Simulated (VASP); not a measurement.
# Ru (P6/mmm) in VASP: further runs

The runs below take Ru through single point, with PBE.

All numbers are computed with VASP 6.6.1; they aren't measurements. Logs are shortened: lines on timing, memory, paths and dates and some standing lists are left out, and cuts for length are marked.

### 1 The cell of the first run

It takes space group P6/mmm (No. 191, hexagonal). The conventional cell has a = 4.326 Å, b = 4.326 Å, c = 2.719 Å, α = 90.00°, β = 90.00°, γ = 120.00°. Within 3.6 Å of Ru (site symmetry 6/mmm) lie 14 Ru at 2.72 to 2.84 Å. Ru (site symmetry -6m2) has 11 Ru at 2.50 to 2.84 Å within 3.3 Å.

### 2 Single point, PBE (volume scaled by 1.04)

The input, INCAR:

```
SYSTEM = Ru
PREC     = Accurate       ! precision mode
ENCUT    = 520            ! plane-wave cutoff, eV
EDIFF    = 1E-6           ! SCF threshold, eV
ISMEAR   = -1             ! smearing method
SIGMA    = 0.1            ! smearing width, eV
LREAL    = .FALSE.        ! projectors in reciprocal space
LASPH    = .TRUE.         ! aspherical terms in the spheres
NELM     = 60             ! most SCF steps
ALGO     = Normal         ! electronic algorithm
ISIF     = 2              ! what is computed and relaxed
LWAVE    = .FALSE.        ! write WAVECAR
LCHARG   = .FALSE.        ! write CHGCAR
GGA      = PE             ! functional
NBANDS   = 28             ! bands
```

The input, KPOINTS:

```
Automatic mesh
0
G
  10 10 13
  0 0 0
```

The input, POSCAR:

```
Ru
1.0
    4.3258596185      0.0000000000      0.0000000000
   -2.1629298092      3.7463043228      0.0000000000
    0.0000000000      0.0000000000      2.7185026288
Ru
3
Direct
    0.0000000000      0.0000000000      0.0000000000
    0.3333333333      0.6666666667      0.5000000000
    0.6666666667      0.3333333333      0.5000000000
```

Potentials or basis: VASP PAW PBE potentials, release 64 (Ru_pv).

Started as:

```
cat potpaw_PBE.64/Ru_pv/POTCAR > POTCAR
mpirun -np 1 vasp_std > vasp.out
```

OUTCAR:

```text
SYSTEM = Ru
   PREC = Accurate
   ENCUT = 520
   EDIFF = 1E-6
   ISMEAR = -1
   LREAL = .FALSE.
   LASPH = .TRUE.
   NELM = 60
   ISIF = 2
   GGA = PE

 ion  position               nearest neighbor table
   1  0.000  0.000  0.000-   2 2.84   3 2.84   2 2.84   3 2.84   2 2.84   2 2.84   3 2.84   3 2.84
                             3 2.84   3 2.84   2 2.84   2 2.84
   2  0.333  0.667  0.500-   3 2.50   3 2.50   3 2.50   1 2.84   1 2.84   1 2.84   1 2.84   1 2.84
                             1 2.84
   3  0.667  0.333  0.500-   2 2.50   2 2.50   2 2.50   1 2.84   1 2.84   1 2.84   1 2.84   1 2.84
                             1 2.84

  LATTYP: Found a hexagonal cell.
 ALAT       =     4.3258596185
 C/A-ratio  =     0.6284306169

  Lattice vectors:

 A1 = (   4.3258596185,   0.0000000000,   0.0000000000)
 A2 = (  -2.1629298092,   3.7463043228,   0.0000000000)
 A3 = (   0.0000000000,   0.0000000000,   2.7185026288)

Analysis of symmetry for initial positions (statically):
=====================================================================
 Subroutine PRICEL returns:
 Original cell was already a primitive cell.

 Routine SETGRP: Setting up the symmetry group for a
 hexagonal supercell.

 Subroutine GETGRP returns: Found 24 space group operations
 (whereof 24 operations were pure point group operations)
 out of a pool of 24 trial point group operations.

The static configuration has the point symmetry D_6h.

Analysis of symmetry for dynamics (positions and initial velocities):
=====================================================================
 Subroutine PRICEL returns:
 Original cell was already a primitive cell.

 Routine SETGRP: Setting up the symmetry group for a
 hexagonal supercell.

 Subroutine GETGRP returns: Found 24 space group operations
 (whereof 24 operations were pure point group operations)
 out of a pool of 24 trial point group operations.

The dynamic configuration has the point symmetry D_6h.

 Subroutine INISYM returns: Found 24 space group operations
 (whereof 24 operations are pure point group operations),
 and found     1 'primitive' translations

----------------------------------------------------------------------------------------

                                     Primitive cell

  volume of cell :      44.0560

  direct lattice vectors                    reciprocal lattice vectors
     4.325859619  0.000000000  0.000000000     0.231167927  0.133464865  0.000000000
    -2.162929809  3.746304323  0.000000000     0.000000000  0.266929730  0.000000000
     0.000000000  0.000000000  2.718502629     0.000000000  0.000000000  0.367849562

  length of vectors
     4.325859619  4.325859618  2.718502629     0.266929730  0.266929730  0.367849562

  position of ions in fractional coordinates (direct lattice)
     0.000000000  0.000000000  0.000000000
     0.333333333  0.666666667  0.500000000
     0.666666667  0.333333333  0.500000000

  ion indices of the primitive-cell ions
   primitive index   ion index
                 1           1
                 2           2
                 3           3

----------------------------------------------------------------------------------------

 KPOINTS: Automatic mesh

Automatic generation of k-mesh.
 Grid dimensions read from file:
 generate k-points for:   10   10   13

 Generating k-lattice:

  Cartesian coordinates                     Fractional coordinates (reciprocal lattice)
     0.023116793  0.013346486  0.000000000     0.100000000 -0.000000000  0.000000000
     0.000000000  0.026692973  0.000000000     0.000000000  0.100000000  0.000000000
     0.000000000  0.000000000  0.028296120     0.000000000  0.000000000  0.076923077

  Length of vectors
     0.026692973  0.026692973  0.028296120

  Shift w.r.t. Gamma in fractional coordinates (k-lattice)
     0.000000000  0.000000000  0.000000000

 Subroutine IBZKPT returns following result:
 ===========================================

 Found     98 irreducible k-points:

 Following reciprocal coordinates:
            Coordinates               Weight
  0.000000  0.000000  0.000000      1.000000
  0.100000  0.000000  0.000000      6.000000
  0.200000  0.000000  0.000000      6.000000
  0.300000 -0.000000  0.000000      6.000000
  0.400000 -0.000000  0.000000      6.000000
  0.500000 -0.000000  0.000000      3.000000
[... 16 lines left out ...]
  0.300000  0.100000  0.076923     24.000000
  0.400000  0.100000  0.076923     24.000000
 [... further k-points ...]
   k-points           NKPTS =     98   k-points in BZ     NKDIM =     98   number of bands    NBANDS=     28
   number of dos      NEDOS =    301   number of ions     NIONS =      3
   total plane-waves  NPLWV =  20480
   dimension x,y,z NGX =    32 NGY =   32 NGZ =   20
   dimension x,y,z NGXF=    64 NGYF=   64 NGZF=   40
   ions per type =               3
   NGX,Y,Z   is equivalent  to a cutoff of  12.30, 12.30, 12.23 a.u.
   NGXF,Y,Z  is equivalent  to a cutoff of  24.60, 24.60, 24.46 a.u.
 SYSTEM =  Ru
   PREC   = accura    normal or accurate (medium, high low for compatibility)
   ISTART =      0    job   : 0-new  1-cont  2-samecut
   ICHARG =      2    charge: 1-file 2-atom 10-const
   ISPIN  =      1    spin polarized calculation?
   LNONCOLLINEAR =      F non collinear calculations
   LSORBIT =      F    spin-orbit coupling
   LASPH  =      T    aspherical Exc in radial PAW
   ENCUT  =  520.0 eV  38.22 Ry    6.18 a.u.   8.04  8.04  5.05*2*pi/ulx,y,z
   NELM   =     60;   NELMIN=  2; NELMDL= -5     # of ELM steps
   EDIFF  = 0.1E-05   stopping-criterion for ELM
   LREAL  =      F    real-space projection
   EDIFFG = 0.1E-04   stopping-criterion for IOM
   NSW    =      0    number of steps for IOM
   IBRION =     -1    ionic relax: 0-MD 1-quasi-New 2-CG
   NFREE  =      0    steps in history (QN), initial steepest desc. (CG)
   ISIF   =      2    stress and relaxation
   ISYM   =      2    0-nonsym 1-usesym 2-fastsym
   POTIM  = 0.5000    time-step for ionic-motion
   TEBEG  =    0.0;   TEEND  =   0.0 temperature during run
   PSTRESS=    0.0 pullay stress
   NELECT =      42.0000    total number of electrons
   NUPDOWN=      -1.0000    fix difference up-down
   EMIN   =  10.00;   EMAX   =-10.00  energy-range for DOS
   EFERMI =   0.00;   METHOD = LEGACY
   ISMEAR =    -1;   SIGMA  =   0.10  broadening in eV -4-tet -1-fermi 0-gaus
   EFERMI_NEDOS =   21; number of points for ismear=-14 and -15
   IALGO  =     38    algorithm
   IMIX   =      4    mixing-type and parameters
     AMIX     =   0.40;   BMIX     =  1.00
     AMIX_MAG =   1.60;   BMIX_MAG =  1.00
  volume/ion in A,a.u.               =      14.69        99.10
  Fermi-wavevector in a.u.,A,eV,Ry     =   1.611225  3.044774 35.321349  2.596046
  Thomas-Fermi vector in A             =   2.706649
   LORBIT       =      0    0 simple, 1 ext, 2 COOP (PROOUT), +10 PAW based schemes
   GGA     = PE    functional components
   LHFCALC =     F    Hartree Fock is set to
   AEXX    =    0.0000 exact exchange contribution
   IVDW    =     0    specifies the selected vdW correction
   LEPSILON=     F    determine dielectric tensor
   LRPA    =     F    only Hartree local field effects (RPA)
 non-spin polarized calculation
  energy-cutoff  :      520.00
  volume of cell :       44.06
 maximum number of plane-waves:      1202
   NGX = 17   NGY = 17   NGZ = 11

 number of electron      42.0000013 magnetization

 Free energy of the ion-electron system (eV)
  ---------------------------------------------------
  ext. energy  EPLUGINS =         0.00000000
  ---------------------------------------------------
  free energy    TOTEN  =       -26.92954597 eV

  energy without entropy =      -26.80415875  energy(sigma->0) =      -26.86685236

 E-fermi :  11.6260     XC(G=0): -13.6193

 val. band max:       11.6145537660   @ k =   0.5000  -0.0000   0.3077
 cond. band min:      11.6302061304   @ k =   0.1000   0.0000   0.2308
 fundamental gap:      0.0156523644
 Fermi energy:        11.6260199829

 k-point     1 :       0.0000    0.0000    0.0000
  band No.  band energies     occupation
      1     -31.8108      2.00000
      2     -31.8108      2.00000
      3     -31.4527      2.00000
      4     -31.4527      2.00000
      5     -31.2222      2.00000
      6     -31.0094      2.00000
[... 20 lines left out ...]
     27      20.5640      0.00000
     28      20.5893      0.00000

 k-point     2 :       0.1000    0.0000    0.0000
  band No.  band energies     occupation
      1     -31.8315      2.00000
      2     -31.8128      2.00000
      3     -31.4271      2.00000
      4     -31.4218      2.00000
      5     -31.2160      2.00000
      6     -31.0128      2.00000
[... 20 lines left out ...]
     27      18.9631      0.00000
     28      20.9531      0.00000

 k-point     3 :       0.2000    0.0000    0.0000
  band No.  band energies     occupation
      1     -31.8766      2.00000
      2     -31.8036      2.00000
      3     -31.3675      2.00000
      4     -31.3496      2.00000
      5     -31.1982      2.00000
      6     -31.0834      2.00000
[... 20 lines left out ...]
     27      17.3968      0.00000
     28      21.0373      0.00000

 k-point     4 :       0.3000   -0.0000    0.0000
  band No.  band energies     occupation
      1     -31.9217      2.00000
      2     -31.7637      2.00000
      3     -31.3002      2.00000
      4     -31.2766      2.00000
      5     -31.1995      2.00000
      6     -31.1711      2.00000
[... 20 lines left out ...]
     27      15.8887      0.00000
     28      21.1784      0.00000

 k-point     5 :       0.4000   -0.0000    0.0000
  band No.  band energies     occupation
      1     -31.9530      2.00000
      2     -31.6926      2.00000
      3     -31.3465      2.00000
      4     -31.2443      2.00000
      5     -31.2033      2.00000
      6     -31.1388      2.00000
[... 20 lines left out ...]
     27      14.4613      0.00000
     28      21.3074      0.00000

 k-point     6 :       0.5000   -0.0000    0.0000
  band No.  band energies     occupation
      1     -31.9641      2.00000
      2     -31.6394      2.00000
      3     -31.4204      2.00000
      4     -31.2208      2.00000
      5     -31.1833      2.00000
      6     -31.1140      2.00000
[... 463 lines left out ...]
      5     -31.2272      2.00000
      6     -31.0732      2.00000
[... 20 lines left out ...]
     27      17.7549      0.00000
     28      21.5154      0.00000

 k-point    22 :       0.2000    0.1000    0.0769
  band No.  band energies     occupation
      1     -31.8911      2.00000
      2     -31.7877      2.00000
      3     -31.3162      2.00000
      4     -31.3076      2.00000
      5     -31.2001      2.00000
      6     -31.1692      2.00000
[... 20 lines left out ...]
     27      16.4364      0.00000
     28      21.6510      0.00000

 k-point    23 :       0.3000    0.1000    0.0769
  band No.  band energies     occupation
      1     -31.9235      2.00000
      2     -31.7340      2.00000
      3     -31.3112      2.00000
      4     -31.2579      2.00000
      5     -31.2329      2.00000
      6     -31.1648      2.00000
[... 20 lines left out ...]
     27      15.1789      0.00000
     28      21.7270      0.00000

 k-point    24 :       0.4000    0.1000    0.0769
  band No.  band energies     occupation
      1     -31.9419      2.00000
      2     -31.6623      2.00000
      3     -31.4185      2.00000
      4     -31.2217      2.00000
      5     -31.2031      2.00000
      6     -31.1317      2.00000
[... 20 lines left out ...]
     27      14.0823      0.00000
     28      21.7872      0.00000

 [... further k-points ...]

------------------------ aborting loop because EDIFF is reached ----------------------------------------

  FORCE on cell =-STRESS in cart. coord.  units (eV):
  Direction    XX          YY          ZZ          XY          YZ          ZX
  --------------------------------------------------------------------------------------
  -------------------------------------------------------------------------------------
  Total       -3.0341522     -3.0341522     -2.5736839     -0.0000000      0.0000000      0.0000000
  in kB     -110.3424726   -110.3424726    -93.5967035     -0.0000000      0.0000000      0.0000000
  external PRESSURE =    -104.7605496 kB  Pullay stress =       0.0000000 kB

 VOLUME and BASIS-vectors are now :
 -----------------------------------------------------------------------------
  energy-cutoff  :      520.00
  volume of cell :       44.06
      direct lattice vectors                 reciprocal lattice vectors
     4.325859619  0.000000000  0.000000000     0.231167927  0.133464865  0.000000000
    -2.162929809  3.746304323  0.000000000     0.000000000  0.266929730  0.000000000
     0.000000000  0.000000000  2.718502629     0.000000000  0.000000000  0.367849562

 POSITION                                       TOTAL-FORCE (eV/Angst)
 -----------------------------------------------------------------------------------
      0.00000      0.00000      0.00000         0.000000      0.000000      0.000000
     -0.00000      2.49754      1.35925        -0.000000     -0.000000      0.000000
      2.16293      1.24877      1.35925         0.000000      0.000000     -0.000000
 -----------------------------------------------------------------------------------
    total drift:                               -0.000000      0.000000      0.000000

  FREE ENERGIE OF THE ION-ELECTRON SYSTEM (eV)
  ---------------------------------------------------
  free  energy   TOTEN  =       -26.9295459748 eV

  energy  without entropy=      -26.8041587459  energy(sigma->0) =      -26.86685236
```

Wall time 82 s (1 thread of Intel Xeon 6975P-C, shared host); peak memory 0.21 GiB.

Results:

```
Free energy            : -26.9295 eV
Pressure               : -10.5 GPa
Band gap on the k mesh : zero (band 21 reaches 12.56 eV, above the bottom of band 22 at 10.42 eV)
```

Levels at points of the mesh, in eV from the Fermi level:
```tsv
k point	band 18	band 19	band 20	band 21	band 22	band 23	band 24	band 25
(0.00, 0.00, 0.00)	-1.95	-1.95	-1.31	-1.31	-1.21	-1.21	1.52	1.52
(0.50, 0.00, 0.00)	-2.32	-1.08	-1.00	0.35	0.71	0.75	0.76	1.21
```

### 3 Single point, PBE (volume scaled by 1.08)

The input, INCAR:

```
PREC = Accurate
ENCUT = 520
EDIFF = 1E-6
ISMEAR = -1
SIGMA = 0.1
LREAL = False
LASPH = True
NELM = 60
ALGO = Normal
ISIF = 2
LWAVE = False
LCHARG = False
GGA = PE
NBANDS = 28
```

The input, KPOINTS:

```
regular mesh
0
Gamma
  10 10 13
```

The input, POSCAR:

```
Ru
1.0
    4.3806231488      0.0000000000      0.0000000000
   -2.1903115744      3.7937309312      0.0000000000
    0.0000000000      0.0000000000      2.7529177080
Ru
3
Direct
    0.0000000000      0.0000000000      0.0000000000
    0.3333333333      0.6666666667      0.5000000000
    0.6666666667      0.3333333333      0.5000000000
```

Potentials or basis: VASP PAW PBE potentials, release 64 (Ru_pv).

Started as:

```
cat potpaw_PBE.64/Ru_pv/POTCAR > POTCAR
mpirun -np 1 vasp_std > vasp.out
```

Run time: 97 s. Hardware: 1 thread of Intel Xeon 6975P-C, shared host; peak memory 0.23 GiB.

The run converged. Its results:

| Property | Result |
| --- | --- |
| Free energy | -26.7747 eV |
| Pressure | -18.7 GPa |
| Band gap on the k mesh | zero (band 21 reaches 11.87 eV, above the bottom of band 22 at 9.85 eV) |

Stress tensor (GPa, compression positive):
```
-19.61   0.00   0.00
  0.00 -19.61   0.00
  0.00   0.00 -16.90
```

Levels at points of the mesh, in eV from the Fermi level:
| k point | band 19 | band 20 | band 21 | band 22 | band 23 | band 24 |
| --- | --- | --- | --- | --- | --- | --- |
| (0.00, 0.00, 0.00) | -1.84 | -1.24 | -1.24 | -1.13 | -1.13 | 1.42 |
| (0.50, 0.00, 0.00) | -1.01 | -0.94 | 0.33 | 0.67 | 0.70 | 0.71 |
